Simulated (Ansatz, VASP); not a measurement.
# Ca2Pd in VASP and in Ansatz

Contents of INCAR:

```
PREC = Accurate ; ENCUT = 500
EDIFF = 1E-6 ; ISMEAR = -1
SIGMA = 0.05 ; LREAL = False
LASPH = True ; NELM = 120
ALGO = Normal ; ISIF = 2
LWAVE = False ; LCHARG = False
GGA = PS ; NBANDS = 22
GGA_COMPAT = False
```

Contents of KPOINTS:

```
regular mesh
0
Gamma
  9 9 9
```

File POSCAR:

```
Ca2Pd
1.0
    0.0000000000      2.7603435265      2.7603435265
    2.7603435265      0.0000000000      2.7603435265
    2.7603435265      2.7603435265      0.0000000000
Pd Ca
1 2
Direct
    0.0000000000      0.0000000000      0.0000000000
    0.2500000000      0.2500000000      0.2500000000
    0.7500000000      0.7500000000      0.7500000000
```

Input for Ansatz:

```yaml
crystal:
  lattice:
    - [0.0, 2.7603435265, 2.7603435265]
    - [2.7603435265, 0.0, 2.7603435265]
    - [2.7603435265, 2.7603435265, 0.0]
  atoms:
    - { symbol: Pd, position: [0.0, 0.0, 0.0] }
    - { symbol: Ca, position: [0.25, 0.25, 0.25] }
    - { symbol: Ca, position: [0.75, 0.75, 0.75] }
kpoints:
  mp_grid: { grid: [9, 9, 9] }
  band_path:
    path:
      - [0.0, 0.0, 0.0]
      - [0.5, 0.0, 0.5]
      - [0.625, 0.25, 0.625]
      - [0.375, 0.375, 0.75]
      - [0.0, 0.0, 0.0]
      - [0.5, 0.5, 0.5]
      - [0.5, 0.25, 0.75]
      - [0.5, 0.0, 0.5]
    npoints: 8
scf:
  occupations: { method: fermi_dirac, width: 0.05 }
hamiltonian:
  xc: pbesol
  pseudopotentials: { kind: all_electron, lapw: { basis_error: 0.0005 } }
output:
  forces: true
  stress: true
  eigenvalues: true
  populations: true
```

Change from the starting cell: volume scaled by 0.5, LAPW.

Alike in both runs: task single point; functional PBEsol; k mesh 9 × 9 × 9; occupations fermi-dirac, width 0.05 eV; no spin polarisation.

|  | VASP | Ansatz |
| --- | --- | --- |
| version | VASP 6.6.1 | Ansatz 0.2.0 |
| potentials or method | VASP PAW PBE potentials, release 64 (Pd, Ca_sv), cutoff 500 eV | all-electron LAPW, scalar-relativistic |

```tsv
	VASP	Ansatz	Ansatz less VASP
pressure (GPa)	104.4	102.6	-1.80
```

VASP's potentials were made for PBE, not for PBEsol. Both programs put the cell under a high pressure, so it lies far from rest at this level. Ansatz ran all-electron here, and VASP with PAW potentials.

Noted on VASP's run: the cell as given lies far from equilibrium.
